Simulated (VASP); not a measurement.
Set up this calculation in VASP 6.6.1, as the native input.

```
Task                   : single point
Functional             : PBE
Potentials or basis    : VASP PAW PBE potentials, release 64 (Al, O)
Cutoff                 : 600 eV
k mesh                 : 4 × 2 × 6
Occupations            : fermi-dirac, width 0.05 eV
Spin                   : no spin polarisation
Dipole correction      : no
Further INCAR settings : ALGO = Normal; EDIFF = 1e-06; NBANDS = 35
```

The structure of Al2O3 lies in POSCAR:

```
Al2O3
1.0
    4.6137770000      0.0000000000      0.0000000000
    0.0000000000      9.5632790000      0.0000000000
    0.0000000000      0.0000000000      3.1198620000
Al O
4 6
Direct
    0.9829750000      0.8245730000      0.0000000000
    0.0170250000      0.1754270000      0.0000000000
    0.4829750000      0.6754270000      0.5000000000
    0.5170250000      0.3245730000      0.5000000000
    0.5000000000      0.5000000000      0.5000000000
    0.1236350000      0.7530500000      0.5000000000
    0.3763650000      0.2530500000      0.0000000000
    0.6236350000      0.7469500000      0.0000000000
    0.0000000000      0.0000000000      0.0000000000
    0.8763650000      0.2469500000      0.5000000000
```

These files were run (other wordings do the same):

INCAR

```
PREC = Accurate ; ENCUT = 600
EDIFF = 1E-6 ; ISMEAR = -1
SIGMA = 0.05 ; LREAL = False
LASPH = True ; NELM = 120
ALGO = Normal ; ISIF = 2
LWAVE = False ; LCHARG = False
GGA = PE ; NBANDS = 35
GGA_COMPAT = False
```

KPOINTS

```
regular mesh
0
Gamma
  4 2 6
```

Potentials or basis: VASP PAW PBE potentials, release 64 (Al, O).

Command:

```bash
$ cat potpaw_PBE.64/Al/POTCAR potpaw_PBE.64/O/POTCAR > POTCAR
$ mpirun -np 1 vasp_std > vasp.out
```

Results of the run:

| Item | Value |
| --- | --- |
| Pressure | -0.3 GPa |
| Largest force | 0.191 eV/Å |
| Band gap on the k mesh | 3.51 eV |

It took 4.4 min on 1 thread of Intel Xeon 8259CL (shared host), peak memory 0.33 GiB.
